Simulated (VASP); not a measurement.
# I (Cmce) in VASP: single point with PBE

Aim: the single point of I with PBE.

Everything below comes from runs of VASP 6.6.1. Logs are shortened: lines on timing, memory, paths and dates and some standing lists are left out, and cuts for length are marked.

### 1 The cell of the first run

Symmetry: Cmce, No. 64, orthorhombic system. The conventional cell has a = 7.270 Å, b = 4.790 Å, c = 9.793 Å, α = 90.00°, β = 90.00°, γ = 90.00°. I (site symmetry m) has 1 I at 2.68 Å within 3.5 Å.

### 2 Single point, PBE

Input file INCAR:

```
PREC = Accurate
ENCUT = 520
EDIFF = 1E-6
ISMEAR = 0
SIGMA = 0.01
LREAL = False
LASPH = True
NELM = 100
ALGO = Normal
ISIF = 2
LWAVE = False
LCHARG = False
GGA = PE
NBANDS = 22
```

Input file KPOINTS:

```
Automatic mesh
0
Gamma
  4 4 2
```

Input file POSCAR:

```
I
1.0
    3.6350300000     -2.3950200000      0.0000000000
    3.6350300000      2.3950200000      0.0000000000
    0.0000000000      0.0000000000      9.7934400000
I
4
Direct
    0.8507000000      0.1493000000      0.8844000000
    0.3507000000      0.6493000000      0.6156000000
    0.1493000000      0.8507000000      0.1156000000
    0.6493000000      0.3507000000      0.3844000000
```

Potentials or basis: VASP PAW PBE potentials, release 64 (I).

Run with:

```
cat potpaw_PBE.64/I/POTCAR > POTCAR
mpirun -np 1 vasp_std > vasp.out
```

OUTCAR:

```text
PREC = Accurate
   ENCUT = 520
   EDIFF = 1E-6
   ISMEAR = 0
   LREAL = False
   LASPH = True
   NELM = 100
   ISIF = 2
   GGA = PE

 ion  position               nearest neighbor table
   1  0.851  0.149  0.884-   3 2.68   2 3.56   2 3.56
   2  0.351  0.649  0.616-   4 2.68   1 3.56   1 3.56
   3  0.149  0.851  0.116-   1 2.68   4 3.56   4 3.56
   4  0.649  0.351  0.384-   2 2.68   3 3.56   3 3.56

  LATTYP: Found a base centered orthorhombic cell.
 ALAT       =     4.7900400000
 B/A-ratio  =     1.5177451545
 C/A-ratio  =     2.0445424255

  Lattice vectors:

 A1 = (  -3.6350300000,  -2.3950200000,   0.0000000000)
 A2 = (   3.6350300000,  -2.3950200000,   0.0000000000)
 A3 = (   0.0000000000,   0.0000000000,   9.7934400000)

Analysis of symmetry for initial positions (statically):
=====================================================================
 Subroutine PRICEL returns:
 Original cell was already a primitive cell.

 Routine SETGRP: Setting up the symmetry group for a
 base centered orthorhombic supercell.

 Subroutine GETGRP returns: Found  8 space group operations
 (whereof  4 operations were pure point group operations)
 out of a pool of  8 trial point group operations.

The static configuration has the point symmetry C_2h.
 The point group associated with its full space group is D_2h.

Analysis of symmetry for dynamics (positions and initial velocities):
=====================================================================
 Subroutine PRICEL returns:
 Original cell was already a primitive cell.

 Routine SETGRP: Setting up the symmetry group for a
 base centered orthorhombic supercell.

 Subroutine GETGRP returns: Found  8 space group operations
 (whereof  4 operations were pure point group operations)
 out of a pool of  8 trial point group operations.

The dynamic configuration has the point symmetry C_2h.
 The point group associated with its full space group is D_2h.

 Subroutine INISYM returns: Found  8 space group operations
 (whereof  4 operations are pure point group operations),
 and found     1 'primitive' translations

----------------------------------------------------------------------------------------

                                     Primitive cell

  volume of cell :     170.5228

[... 78 lines left out ...]
   LASPH  =      T    aspherical Exc in radial PAW
   ENCUT  =  520.0 eV  38.22 Ry    6.18 a.u.   8.09  8.09 18.21*2*pi/ulx,y,z
   NELM   =    100;   NELMIN=  2; NELMDL= -5     # of ELM steps
   EDIFF  = 0.1E-05   stopping-criterion for ELM
   LREAL  =      F    real-space projection
   EDIFFG = 0.1E-04   stopping-criterion for IOM
   NSW    =      0    number of steps for IOM
   IBRION =     -1    ionic relax: 0-MD 1-quasi-New 2-CG
   NFREE  =      0    steps in history (QN), initial steepest desc. (CG)
   ISIF   =      2    stress and relaxation
   ISYM   =      2    0-nonsym 1-usesym 2-fastsym
   POTIM  = 0.5000    time-step for ionic-motion
   TEBEG  =    0.0;   TEEND  =   0.0 temperature during run
   PSTRESS=    0.0 pullay stress
   NELECT =      28.0000    total number of electrons
   NUPDOWN=      -1.0000    fix difference up-down
   EMIN   =  10.00;   EMAX   =-10.00  energy-range for DOS
   EFERMI =   0.00;   METHOD = LEGACY
   ISMEAR =     0;   SIGMA  =   0.01  broadening in eV -4-tet -1-fermi 0-gaus
   EFERMI_NEDOS =   21; number of points for ismear=-14 and -15
   IALGO  =     38    algorithm
   IMIX   =      4    mixing-type and parameters
     AMIX     =   0.40;   BMIX     =  1.00
     AMIX_MAG =   1.60;   BMIX_MAG =  1.00
  volume/ion in A,a.u.               =      42.63       287.69
  Fermi-wavevector in a.u.,A,eV,Ry     =   0.896465  1.694073 10.934317  0.803650
  Thomas-Fermi vector in A             =   2.018927
   LORBIT       =      0    0 simple, 1 ext, 2 COOP (PROOUT), +10 PAW based schemes
   GGA     = PE    functional components
   LHFCALC =     F    Hartree Fock is set to
   AEXX    =    0.0000 exact exchange contribution
   IVDW    =     0    specifies the selected vdW correction
   LEPSILON=     F    determine dielectric tensor
   LRPA    =     F    only Hartree local field effects (RPA)
 non-spin polarized calculation
 Gauss-broadening in eV      SIGMA  =   0.01
  energy-cutoff  :      520.00
  volume of cell :      170.52
 maximum number of plane-waves:      4632
   NGX = 17   NGY = 17   NGZ = 37

 number of electron      28.0000001 magnetization

 Free energy of the ion-electron system (eV)
  ---------------------------------------------------
  ext. energy  EPLUGINS =         0.00000000
  ---------------------------------------------------
  free energy    TOTEN  =        -5.88326640 eV

  energy without entropy =       -5.88326640  energy(sigma->0) =       -5.88326640

 E-fermi :   2.5868     XC(G=0):  -8.0156

 val. band max:        2.5351154745   @ k =   0.5000   0.0000   0.5000
 cond. band min:       3.8338512368   @ k =   0.5000   0.5000   0.0000
 fundamental gap:      1.2987357622
 Fermi energy:         2.5867938308

 k-point     1 :       0.0000    0.0000    0.0000
  band No.  band energies     occupation
      1     -11.0655      2.00000
      2     -10.6072      2.00000
      3      -8.9985      2.00000
      4      -8.0478      2.00000
      5      -2.0201      2.00000
      6      -0.6656      2.00000
[... 339 lines left out ...]
     21       9.7020      0.00000
     22       9.7020      0.00000

------------------------ aborting loop because EDIFF is reached ----------------------------------------

  FORCE on cell =-STRESS in cart. coord.  units (eV):
  Direction    XX          YY          ZZ          XY          YZ          ZX
  --------------------------------------------------------------------------------------
  -------------------------------------------------------------------------------------
  Total        1.3266189      1.4084541      2.8959564      0.0000000     -0.0000000      0.0000000
  in kB       12.4644855     13.2333832     27.2094774      0.0000000     -0.0000000      0.0000000
  external PRESSURE =      17.6357820 kB  Pullay stress =       0.0000000 kB

 VOLUME and BASIS-vectors are now :
 -----------------------------------------------------------------------------
  energy-cutoff  :      520.00
  volume of cell :      170.52
      direct lattice vectors                 reciprocal lattice vectors
     3.635030000 -2.395020000  0.000000000     0.137550447 -0.208766524  0.000000000
     3.635030000  2.395020000  0.000000000     0.137550447  0.208766524  0.000000000
     0.000000000  0.000000000  9.793440000     0.000000000  0.000000000  0.102109167

 POSITION                                       TOTAL-FORCE (eV/Angst)
 -----------------------------------------------------------------------------------
      3.63503     -1.67987      8.66132         0.000000      0.383115     -0.739040
      3.63503      0.71515      6.02884         0.000000      0.383115      0.739040
      3.63503      1.67987      1.13212         0.000000     -0.383115      0.739040
      3.63503     -0.71515      3.76460         0.000000     -0.383115     -0.739040
 -----------------------------------------------------------------------------------
    total drift:                               -0.000000     -0.000000      0.000000

  FREE ENERGIE OF THE ION-ELECTRON SYSTEM (eV)
  ---------------------------------------------------
  free  energy   TOTEN  =        -5.8832663973 eV

  energy  without entropy=       -5.8832663973  energy(sigma->0) =       -5.88326640
```

OSZICAR:

```text
N       E                     dE             d eps       ncg     rms          rms(c)
DAV:   1     0.150393231112E+03    0.15039E+03   -0.10353E+04   616   0.102E+03
DAV:   2     0.569851518564E+01   -0.14469E+03   -0.14005E+03   868   0.158E+02
DAV:   3    -0.584345329210E+01   -0.11542E+02   -0.11502E+02   786   0.501E+01
DAV:   4    -0.610774948250E+01   -0.26430E+00   -0.26425E+00   794   0.904E+00
DAV:   5    -0.611429432603E+01   -0.65448E-02   -0.65447E-02   758   0.139E+00    0.983E+00
DAV:   6    -0.594110562906E+01    0.17319E+00   -0.15118E-01   730   0.175E+00    0.671E+00
DAV:   7    -0.589392720156E+01    0.47178E-01   -0.38434E-01   712   0.275E+00    0.699E-01
DAV:   8    -0.588305139106E+01    0.10876E-01   -0.54985E-02   664   0.110E+00    0.364E-01
DAV:   9    -0.588316857698E+01   -0.11719E-03   -0.14346E-03   760   0.206E-01    0.206E-01
DAV:  10    -0.588326749120E+01   -0.98914E-04   -0.10758E-04   694   0.606E-02    0.150E-01
DAV:  11    -0.588326819511E+01   -0.70391E-06   -0.43819E-05   736   0.309E-02    0.319E-02
DAV:  12    -0.588326554313E+01    0.26520E-05   -0.13717E-05   730   0.183E-02    0.137E-02
DAV:  13    -0.588326639734E+01   -0.85421E-06   -0.34043E-06   680   0.880E-03
   1 F= -.58832664E+01 E0= -.58832664E+01  d E =-.177762E-14
```

stdout:

```text
POSCAR found type information on POSCAR I
 POSCAR found :  1 types and       4 ions
 scaLAPACK will be used
 LDA part: xc-table for (Slater+PW92), standard interpolation
 POSCAR, INCAR and KPOINTS ok, starting setup
 FFT: planning ... GRIDC
 FFT: planning ... GRID_SOFT
 FFT: planning ... GRID
 WAVECAR not read
 entering main loop
```

Wall time 37 s (1 thread of Intel Xeon Platinum 8259CL at 2.50GHz (Skylake/Cascade Lake), shared host); peak memory 0.27 GiB.

What came out:

```
Free energy            : -5.8833 eV
Pressure               : 1.8 GPa
Largest force          : 0.832 eV/Å
Band gap on the k mesh : 1.30 eV, indirect (least direct gap 1.41 eV)
```

Forces on the atoms (eV/Å):
```
I    0.000  0.383 -0.739
I    0.000  0.383  0.739
I    0.000 -0.383  0.739
I    0.000 -0.383 -0.739
```

Stress tensor (GPa, compression positive):
```
1.25 0.00 0.00
0.00 1.32 0.00
0.00 0.00 2.72
```

Levels at points of the mesh, in eV from the valence-band top:
```csv
k point,band 11,band 12,band 13,band 14,band 15,band 16,band 17,band 18
"(0.00, 0.00, 0.00)",-1.13,-0.56,-0.09,-0.03,1.39,2.22,5.26,5.28
"(0.50, 0.00, 0.00)",-1.23,-1.23,-0.43,-0.43,2.26,2.26,5.43,5.43
"(0.50, 0.50, 0.00)",-1.82,-1.36,-0.72,-0.30,1.30,1.85,5.13,5.85
"(0.00, 0.00, 0.50)",-1.03,-1.03,-0.06,-0.06,1.65,1.65,5.69,5.69
"(0.50, 0.00, 0.50)",-0.74,-0.74,0.00,0.00,1.67,1.67,5.79,5.79
"(0.50, 0.50, 0.50)",-1.23,-1.23,-0.98,-0.98,1.43,1.43,6.07,6.07
```

Caveat: spin-orbit coupling is left out, which moves the levels of the heavy elements.
